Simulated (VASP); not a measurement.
Here is a VASP 6.6.1 calculation.

The input INCAR:

```
  ALGO = Normal
  EDIFF = 1E-6
  EDIFFG = -0.01
  ENCUT = 600
  GGA = PE
  IBRION = 2
  ISIF = 3
  ISMEAR = 0
  LASPH = True
  LCHARG = False
  LREAL = False
  LWAVE = False
  NELM = 100
  NSW = 100
  PREC = Accurate
  SIGMA = 0.1
```

KPOINTS

```
k-points
0
Gamma
  12 12 12
```

Contents of POSCAR:

```
RbSr
1.0
    0.0000000000      4.3090408819      4.3090408819
    4.3090408819      0.0000000000      4.3090408819
    4.3090408819      4.3090408819      0.0000000000
Rb Sr
1 1
Direct
    0.0000000000      0.0000000000      0.0000000000
    0.5000000000      0.5000000000      0.5000000000
```

Potentials or basis: VASP PAW PBE potentials, release 64 (Rb_sv, Sr_sv).

Launch:

```bash
$ cat potpaw_PBE.64/Rb_sv/POTCAR potpaw_PBE.64/Sr_sv/POTCAR > POTCAR
$ mpirun -np 1 vasp_std > vasp.out
```

Task: Predict the band gap on the k mesh.

Result: Zero (an odd number of electrons rules out a gap without spin polarisation).

Final structure:
```yaml
crystal:
  lattice:
    - [0.00000, 4.30904, 4.30904]
    - [4.30904, 0.00000, 4.30904]
    - [4.30904, 4.30904, 0.00000]
  atoms:
    - { symbol: Rb, position: [0.00000, 0.00000, 0.00000] }
    - { symbol: Sr, position: [0.50000, 0.50000, 0.50000] }
```

Caveat: the relaxation stopped at its first step, so nothing moved.
